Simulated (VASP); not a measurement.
Wanted: the native input for a VASP 6.6.1 run.

```yaml
Task: single point
Functional: LDA
Potentials_or_basis: VASP PAW LDA potentials, release 64 (Ag, Cl)
Cutoff: 520 eV
k_mesh: 8 × 8 × 8
Occupations: fermi-dirac, width 0.02 eV
Spin: no spin polarisation
Dipole_correction: no
Further_INCAR_settings: ALGO = Normal; EDIFF = 1e-06; NBANDS = 16
```

The structure of AgCl lies in POSCAR:

```
AgCl
1.0
    0.0000000000      2.8286130000      2.7731500000
    2.8286130000      0.0000000000      2.7731500000
    2.8286130000      2.8286130000      0.0000000000
Ag Cl
1 1
Direct
    0.5000000000      0.5000000000      0.5000000000
    0.0000000000      0.0000000000      0.0000000000
```

This cell differs from its parent crystal: equal xx and yy strain of +2 %.

One way to write it, as run:

INCAR

```
SYSTEM = AgCl
PREC = Accurate
ENCUT = 520
EDIFF = 1E-6
ISMEAR = -1
SIGMA = 0.02
LREAL = .FALSE.
LASPH = .TRUE.
NELM = 60
ALGO = Normal
ISIF = 2
LWAVE = .FALSE.
LCHARG = .FALSE.
GGA = CA
NBANDS = 16
```

KPOINTS

```
Automatic mesh
0
G
  8 8 8
  0 0 0
```

Potentials or basis: VASP PAW LDA potentials, release 64 (Ag, Cl).

Command:

```sh
$ cat potpaw_LDA.64/Ag/POTCAR potpaw_LDA.64/Cl/POTCAR > POTCAR
$ mpirun -np 1 vasp_std > vasp.out
```

Results of the run:

* Pressure: -6.9 GPa
* Band gap on the k mesh: 0.60 eV (least direct gap 2.77 eV)

Caveat: the cell differs from its parent crystal (equal xx and yy strain of +2 %); the cell stands under tension.

Run time: 61 s on 1 thread of Intel Xeon 8259CL, with other jobs on the host, peak memory 0.18 GiB.
